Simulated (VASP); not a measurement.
Crystal: ZnSnN2.

```
CELL_PARAMETERS angstrom
4.05232 0.00000 0.00000
-2.02616 3.50942 0.00000
0.00000 0.00000 4.79445
ATOMIC_POSITIONS crystal
Zn 0.00000 0.00000 0.00000
Sn 0.66667 0.33333 0.00000
N 0.00000 0.00000 0.63770
N 0.00000 0.00000 0.36230
```

* Program: VASP 6.6.1
* Task: relaxation of cell and atoms
* Functional: PBE
* Potentials or basis: VASP PAW PBE potentials, release 64 (Zn, Sn_d, N)
* Cutoff: 600 eV
* k mesh: 6 × 6 × 4
* Occupations: gaussian, width 0.1 eV
* Spin: no spin polarisation

At the start: pressure 24.2 GPa; volume 17.05 Å³/atom.

**Question.** How do energy, volume and symmetry change on relaxing?

**Answer.** Over 33 steps the energy falls by 1037.8 meV/atom and the volume is 28.64 Å³/atom (+68.0 %); space group P-6m2 (No. 187, to 0.05 Å).

The path:
```
step  energy change (eV)  largest force (eV/Å)  pressure (GPa)  volume (Å³)
   1              0.0000                8.8743           24.16        68.18
   2            145.3874              966.8635          271.87        96.77
   3             -0.6906                5.6565           26.04        68.55
   4             -0.7896                5.2287           25.99        68.84
   5             -1.0413               18.7158           36.20        75.58
   6             -1.4828                1.8720           27.22        71.83
   7             -1.5277                5.7588           28.90        72.92
   8             -3.8991                0.5455            1.83       104.70
   9             -3.9645                1.2446           -0.21       110.73
  10             -3.9739                1.5417           -0.94       113.50
  11             -3.9745                1.6386           -1.20       114.44
  12             -3.8474                7.5634            2.82       118.75
  13             -3.9992                0.8066           -0.02       115.76
  14             -4.0684                0.5524           -0.72       118.59
  15             -4.0990                0.4865           -1.32       122.04
  16             -4.1047                2.0844           -2.27       119.69
  17             -4.1100                1.0718           -1.92       120.67
  18             -4.1204                0.9354           -1.57       119.61
  19             -4.1378                0.6206           -0.99       117.28
  20             -4.1476                0.0408            0.35       112.70
  21             -4.1484                0.1056           -0.02       113.70
  22             -4.1484                0.0780            0.09       113.50
  23             -4.1487                0.0384            0.09       113.56
  24             -4.1494                0.0764            0.15       113.73
  25             -4.1501                0.3161            0.22       114.07
  26             -4.1502                0.2935            0.19       114.10
  27             -4.1505                0.2225            0.12       114.18
  28             -4.1509                0.0782            0.05       114.34
  29             -4.1509                0.2039           -0.18       114.67
  30             -4.1511                0.0654           -0.09       114.51
  31             -4.1511                0.0580           -0.07       114.50
  32             -4.1511                0.0499           -0.07       114.51
  33             -4.1511                0.0249           -0.07       114.55
```

Final structure:
```yaml
crystal:
  lattice:
    - [4.56846, 0.00000, 0.00000]
    - [-2.28423, 3.95640, 0.00000]
    - [0.00000, 0.00000, 6.33750]
  atoms:
    - { symbol: Zn, position: [0.00000, 0.00000, 0.00000] }
    - { symbol: Sn, position: [0.66667, 0.33333, 0.00000] }
    - { symbol: N, position: [0.00000, 0.00000, 0.58911] }
    - { symbol: N, position: [0.00000, 0.00000, 0.41089] }
```

Caveat: the volume moved by over 15 % at a fixed basis, so the end points are rough.
